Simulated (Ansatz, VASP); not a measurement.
## Two plane-wave programs on Si3Ru

```xyz
4
Lattice="2.8498 0.0000 0.0000 0.0000 2.8498 0.0000 0.0000 0.0000 6.9086" Properties=species:S:1:pos:R:3 pbc="T T T"
Si    1.4249    1.4249    5.3911
Si    0.0000    0.0000    3.4543
Si    1.4249    1.4249    1.5175
Ru    0.0000    0.0000    0.0000
```

Change from the starting cell: species swapped into the Cu3Ni type (Cmmm, No. 65).

Alike in both runs: functional PBE; k mesh 16 × 16 × 8; occupations gaussian, width 0.1 eV; no spin polarisation.

Ansatz relaxed the structure, and its values are those at the end. VASP's run is a single point on that final structure, the one shown.

|  | VASP | Ansatz |
| --- | --- | --- |
| version | VASP 6.6.1 | Ansatz 0.2.0 |
| potentials or method | VASP PAW PBE potentials, release 64 (Si, Ru_pv), cutoff 520 eV | scalar-relativistic, plane waves, PAW |
| valence electrons in the cell | 26 | 28 |

```csv
,VASP,Ansatz,Ansatz less VASP
gap on the k mesh at the Fermi level (eV),none,none,-
pressure (GPa),0.0,0.0,+0.02
```

A gap of «none» marks a metal or a gap that the smearing closes. With one functional, cell and mesh, what is left measures potentials, basis and numerics. VASP's potentials hold 26 valence electrons a cell and Ansatz's 28, so a difference there can come from the potentials and not from the codes.
